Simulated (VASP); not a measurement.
# Hg3IrN2 (Cmmm) in VASP: single point with PBE

Aim: the single point of Hg3IrN2 with PBE.

Program: VASP 6.6.1. These are calculated values, not measurements. Logs are shortened: lines on timing, memory, paths and dates and some standing lists are left out, and cuts for length are marked.

## Step 1: The cell of the first run

It takes space group Cmmm (No. 65, orthorhombic). The conventional cell has a = 6.558 Å, b = 13.346 Å, c = 3.063 Å, α = 90.00°, β = 90.00°, γ = 90.00°. Hg (site symmetry m2m) has 5 Hg at 3.06 to 3.47 Å and 4 N at 3.43 to 4.04 Å and 2 Ir at 3.55 Å within 4.1 Å. Hg (site symmetry mmm) has 2 N at 2.07 Å within 2.7 Å. Within 2.6 Å of Ir (site symmetry mmm) lie 4 N at 1.95 Å. N (site symmetry 2mm) has 2 Ir at 1.95 Å and 1 Hg at 2.07 Å and 1 N at 2.42 Å within 2.6 Å.

## Step 2: Single point, PBE

The input, INCAR:

```
SYSTEM = Hg3IrN2
PREC = Accurate
ENCUT = 700
EDIFF = 1E-6
ISMEAR = 0
SIGMA = 0.1
LREAL = .False.
LASPH = .True.
NELM = 120
ALGO = Normal
ISIF = 2
LWAVE = .False.
LCHARG = .True.
GGA = PE
LELF = .True.
LVHAR = .True.
NBANDS = 52
GGA_COMPAT = .False.
```

The input, KPOINTS:

```
Automatic mesh
0
Gamma
  6 6 10
  0 0 0
```

The input, POSCAR:

```
Hg3IrN2
1.0
    3.2789379692     -6.6731761659      0.0000000000
    3.2789379692      6.6731761659      0.0000000000
    0.0000000000      0.0000000000      3.0633550222
Hg Ir N
3 1 2
Direct
    0.2401194297      0.7598805703      0.0000000000
    0.7598805703      0.2401194297      0.0000000000
    0.5000000000      0.5000000000      0.0000000000
    0.0000000000      0.0000000000      0.5000000000
    0.1843642794      0.1843642794      0.0000000000
    0.8156357206      0.8156357206      0.0000000000
```

Potentials or basis: VASP PAW PBE potentials, release 64 (Hg_sv_GW, Ir_sv_GW, N).

On the command line:

```
$ cat potpaw_PBE.64/Hg_sv_GW/POTCAR potpaw_PBE.64/Ir_sv_GW/POTCAR potpaw_PBE.64/N/POTCAR > POTCAR
$ mpirun -np 1 vasp_std > vasp.out
```

OUTCAR:

```text
SYSTEM = Hg3IrN2
   PREC = Accurate
   ENCUT = 700
   EDIFF = 1E-6
   ISMEAR = 0
   LREAL = .False.
   LASPH = .True.
   NELM = 120
   ISIF = 2
   GGA = PE

 ion  position               nearest neighbor table
   1  0.240  0.760  0.000-   2 3.29   2 3.29
   2  0.760  0.240  0.000-   1 3.29   1 3.29
   3  0.500  0.500  0.000-   5 2.07   6 2.07
   4  0.000  0.000  0.500-   5 1.95   6 1.95   5 1.95   6 1.95
   5  0.184  0.184  0.000-   4 1.95   4 1.95   3 2.07
   6  0.816  0.816  0.000-   4 1.95   4 1.95   3 2.07

  LATTYP: Found a base centered orthorhombic cell.
 ALAT       =     6.5578759384
 B/A-ratio  =     2.0351638941
 C/A-ratio  =     0.4671261016

  Lattice vectors:

 A1 = (   3.2789379692,  -6.6731761659,   0.0000000000)
 A2 = (   3.2789379692,   6.6731761659,   0.0000000000)
 A3 = (   0.0000000000,   0.0000000000,   3.0633550222)

Analysis of symmetry for initial positions (statically):
=====================================================================
 Subroutine PRICEL returns:
 Original cell was already a primitive cell.

 Routine SETGRP: Setting up the symmetry group for a
 base centered orthorhombic supercell.

 Subroutine GETGRP returns: Found  8 space group operations
 (whereof  8 operations were pure point group operations)
 out of a pool of  8 trial point group operations.

The static configuration has the point symmetry D_2h.

Analysis of symmetry for dynamics (positions and initial velocities):
=====================================================================
 Subroutine PRICEL returns:
 Original cell was already a primitive cell.

 Routine SETGRP: Setting up the symmetry group for a
 base centered orthorhombic supercell.

 Subroutine GETGRP returns: Found  8 space group operations
 (whereof  8 operations were pure point group operations)
 out of a pool of  8 trial point group operations.

The dynamic configuration has the point symmetry D_2h.

 Subroutine INISYM returns: Found  8 space group operations
 (whereof  8 operations are pure point group operations),
 and found     1 'primitive' translations

----------------------------------------------------------------------------------------

                                     Primitive cell

  volume of cell :     134.0581

  direct lattice vectors                    reciprocal lattice vectors
     3.278937969 -6.673176166  0.000000000     0.152488399 -0.074926840  0.000000000
     3.278937969  6.673176166  0.000000000     0.152488399  0.074926840  0.000000000
     0.000000000  0.000000000  3.063355022     0.000000000  0.000000000  0.326439473

  length of vectors
     7.435234653  7.435234653  3.063355022     0.169902157  0.169902157  0.326439473

  position of ions in fractional coordinates (direct lattice)
     0.240119430  0.759880570  0.000000000
     0.759880570  0.240119430  0.000000000
     0.500000000  0.500000000  0.000000000
     0.000000000  0.000000000  0.500000000
     0.184364279  0.184364279  0.000000000
     0.815635721  0.815635721  0.000000000

  ion indices of the primitive-cell ions
   primitive index   ion index
                 1           1
                 2           2
                 3           3
                 4           4
                 5           5
                 6           6

----------------------------------------------------------------------------------------

 KPOINTS: Automatic mesh

Automatic generation of k-mesh.
 Grid dimensions read from file:
 generate k-points for:    6    6   10

 Generating k-lattice:

  Cartesian coordinates                     Fractional coordinates (reciprocal lattice)
     0.025414733 -0.012487807  0.000000000     0.166666667  0.000000000  0.000000000
     0.025414733  0.012487807  0.000000000     0.000000000  0.166666667  0.000000000
     0.000000000  0.000000000  0.032643947     0.000000000  0.000000000  0.100000000

  Length of vectors
     0.028317026  0.028317026  0.032643947

  Shift w.r.t. Gamma in fractional coordinates (k-lattice)
     0.000000000  0.000000000  0.000000000

 Subroutine IBZKPT returns following result:
 ===========================================

 Found     78 irreducible k-points:

 Following reciprocal coordinates:
            Coordinates               Weight
  0.000000  0.000000  0.000000      1.000000
  0.166667 -0.000000  0.000000      4.000000
  0.333333 -0.000000  0.000000      4.000000
  0.500000 -0.000000  0.000000      2.000000
  0.166667  0.166667  0.000000      2.000000
  0.333333  0.166667  0.000000      4.000000
[... 16 lines left out ...]
  0.333333  0.333333  0.100000      4.000000
  0.500000  0.333333  0.100000      8.000000
 [... further k-points ...]
   k-points           NKPTS =     78   k-points in BZ     NKDIM =     78   number of bands    NBANDS=     52
   number of dos      NEDOS =    301   number of ions     NIONS =      6
   total plane-waves  NPLWV = 114688
   dimension x,y,z NGX =    64 NGY =   64 NGZ =   28
   dimension x,y,z NGXF=   128 NGYF=  128 NGZF=   56
   ions per type =               3   1   2
   NGX,Y,Z   is equivalent  to a cutoff of  14.31, 14.31, 15.20 a.u.
   NGXF,Y,Z  is equivalent  to a cutoff of  28.62, 28.62, 30.39 a.u.
 SYSTEM =  Hg3IrN2
   PREC   = accura    normal or accurate (medium, high low for compatibility)
   ISTART =      0    job   : 0-new  1-cont  2-samecut
   ICHARG =      2    charge: 1-file 2-atom 10-const
   ISPIN  =      1    spin polarized calculation?
   LNONCOLLINEAR =      F non collinear calculations
   LSORBIT =      F    spin-orbit coupling
   LASPH  =      T    aspherical Exc in radial PAW
   ENCUT  =  700.0 eV  51.45 Ry    7.17 a.u.  16.04 16.04  6.61*2*pi/ulx,y,z
   NELM   =    120;   NELMIN=  2; NELMDL= -5     # of ELM steps
   EDIFF  = 0.1E-05   stopping-criterion for ELM
   LREAL  =      F    real-space projection
   EDIFFG = 0.1E-04   stopping-criterion for IOM
   NSW    =      0    number of steps for IOM
   IBRION =     -1    ionic relax: 0-MD 1-quasi-New 2-CG
   NFREE  =      0    steps in history (QN), initial steepest desc. (CG)
   ISIF   =      2    stress and relaxation
   ISYM   =      2    0-nonsym 1-usesym 2-fastsym
   POTIM  = 0.5000    time-step for ionic-motion
   TEBEG  =    0.0;   TEEND  =   0.0 temperature during run
   PSTRESS=    0.0 pullay stress
   NELECT =      87.0000    total number of electrons
   NUPDOWN=      -1.0000    fix difference up-down
   EMIN   =  10.00;   EMAX   =-10.00  energy-range for DOS
   EFERMI =   0.00;   METHOD = LEGACY
   ISMEAR =     0;   SIGMA  =   0.10  broadening in eV -4-tet -1-fermi 0-gaus
   EFERMI_NEDOS =   21; number of points for ismear=-14 and -15
   IALGO  =     38    algorithm
   IMIX   =      4    mixing-type and parameters
     AMIX     =   0.40;   BMIX     =  1.00
     AMIX_MAG =   1.60;   BMIX_MAG =  1.00
  volume/ion in A,a.u.               =      22.34       150.78
  Fermi-wavevector in a.u.,A,eV,Ry     =   1.417371  2.678443 27.333296  2.008941
  Thomas-Fermi vector in A             =   2.538608
   LORBIT       =      0    0 simple, 1 ext, 2 COOP (PROOUT), +10 PAW based schemes
   GGA     = PE    functional components
   LHFCALC =     F    Hartree Fock is set to
   AEXX    =    0.0000 exact exchange contribution
   IVDW    =     0    specifies the selected vdW correction
   LEPSILON=     F    determine dielectric tensor
   LRPA    =     F    only Hartree local field effects (RPA)
 non-spin polarized calculation
 Gauss-broadening in eV      SIGMA  =   0.10
  energy-cutoff  :      700.00
  volume of cell :      134.06
 maximum number of plane-waves:      5664
   NGX = 33   NGY = 33   NGZ = 13

 number of electron      87.0000002 magnetization

 Free energy of the ion-electron system (eV)
  ---------------------------------------------------
  ext. energy  EPLUGINS =         0.00000000
  ---------------------------------------------------
  free energy    TOTEN  =       -23.15994272 eV

  energy without entropy =      -23.14382154  energy(sigma->0) =      -23.15188213

 E-fermi :   3.7664     XC(G=0):  -9.9391

 val. band max:        3.7632893688   @ k =   0.0000   0.0000   0.4000
 cond. band min:       3.8128871592   @ k =   0.5000   0.1667   0.2000
 fundamental gap:      0.0495977903
 Fermi energy:         3.7663746408

 k-point     1 :       0.0000    0.0000    0.0000
  band No.  band energies     occupation
      1    -111.6742      2.00000
      2    -110.5413      2.00000
      3    -110.5410      2.00000
      4     -88.8639      2.00000
      5     -60.1078      2.00000
      6     -59.9569      2.00000
[... 44 lines left out ...]
     51       9.7096      0.00000
     52      10.4728      0.00000

 k-point     2 :       0.1667   -0.0000    0.0000
  band No.  band energies     occupation
      1    -111.6742      2.00000
      2    -110.5413      2.00000
      3    -110.5411      2.00000
      4     -88.8639      2.00000
      5     -60.1078      2.00000
      6     -59.9569      2.00000
[... 44 lines left out ...]
     51      10.3264      0.00000
     52      10.6239      0.00000

 k-point     3 :       0.3333   -0.0000    0.0000
  band No.  band energies     occupation
      1    -111.6742      2.00000
      2    -110.5412      2.00000
      3    -110.5411      2.00000
      4     -88.8639      2.00000
      5     -60.1078      2.00000
      6     -59.9569      2.00000
[... 44 lines left out ...]
     51      10.0415      0.00000
     52      10.1553      0.00000
[... 1046 lines left out ...]
 k-point    23 :       0.3333    0.3333    0.1000
  band No.  band energies     occupation
      1    -111.6742      2.00000
      2    -110.5411      2.00000
      3    -110.5410      2.00000
      4     -88.8634      2.00000
      5     -60.1075      2.00000
      6     -59.9603      2.00000
[... 44 lines left out ...]
     51       9.9747      0.00000
     52      10.7207      0.00000

 k-point    24 :       0.5000    0.3333    0.1000
  band No.  band energies     occupation
      1    -111.6741      2.00000
      2    -110.5412      2.00000
      3    -110.5410      2.00000
      4     -88.8634      2.00000
      5     -60.1075      2.00000
      6     -59.9603      2.00000
[... 44 lines left out ...]
     51      10.3913      0.00000
     52      11.5722      0.00000

 [... further k-points ...]

------------------------ aborting loop because EDIFF is reached ----------------------------------------

  FORCE on cell =-STRESS in cart. coord.  units (eV):
  Direction    XX          YY          ZZ          XY          YZ          ZX
  --------------------------------------------------------------------------------------
  -------------------------------------------------------------------------------------
  Total       -0.1033823     -0.1609762     -0.1296976      0.0000000      0.0000000      0.0000000
  in kB       -1.2355593     -1.9238847     -1.5500634      0.0000000      0.0000000      0.0000000
  external PRESSURE =      -1.5698358 kB  Pullay stress =       0.0000000 kB

 VOLUME and BASIS-vectors are now :
 -----------------------------------------------------------------------------
  energy-cutoff  :      700.00
  volume of cell :      134.06
      direct lattice vectors                 reciprocal lattice vectors
     3.278937969 -6.673176166  0.000000000     0.152488399 -0.074926840  0.000000000
     3.278937969  6.673176166  0.000000000     0.152488399  0.074926840  0.000000000
     0.000000000  0.000000000  3.063355022     0.000000000  0.000000000  0.326439473

 POSITION                                       TOTAL-FORCE (eV/Angst)
 -----------------------------------------------------------------------------------
      3.27894      3.46846      0.00000         0.000000      0.000626      0.000000
      3.27894     -3.46846      0.00000         0.000000     -0.000626      0.000000
      3.27894      0.00000      0.00000         0.000000      0.000000      0.000000
      0.00000      0.00000      1.53168         0.000000      0.000000      0.000000
      1.20904      0.00000      0.00000        -0.002388      0.000000      0.000000
      5.34884      0.00000      0.00000         0.002388      0.000000      0.000000
 -----------------------------------------------------------------------------------
    total drift:                                0.000000      0.000000      0.000000

  FREE ENERGIE OF THE ION-ELECTRON SYSTEM (eV)
  ---------------------------------------------------
  free  energy   TOTEN  =       -23.1599427189 eV

  energy  without entropy=      -23.1438215416  energy(sigma->0) =      -23.15188213
```

Run time: 16 min. Hardware: 1 thread of Intel Xeon Platinum 8488C (Sapphire Rapids), shared host; peak memory 0.9 GiB.

What came out:

| Item | Value |
| --- | --- |
| Free energy | -23.1599 eV |
| Pressure | -0.2 GPa |
| Band gap on the k mesh | zero (an odd number of electrons rules out a gap without spin polarisation) |

Forces on the atoms (eV/Å):
```
Hg   0.000  0.001  0.000
Hg   0.000 -0.001  0.000
Hg   0.000  0.000  0.000
Ir   0.000  0.000  0.000
N   -0.002  0.000  0.000
N    0.002  0.000  0.000
```

Caveat: spin-orbit coupling is left out, which moves the levels of the heavy elements.

The gap in the log of VASP goes by the Fermi energy; the results here count the filled bands.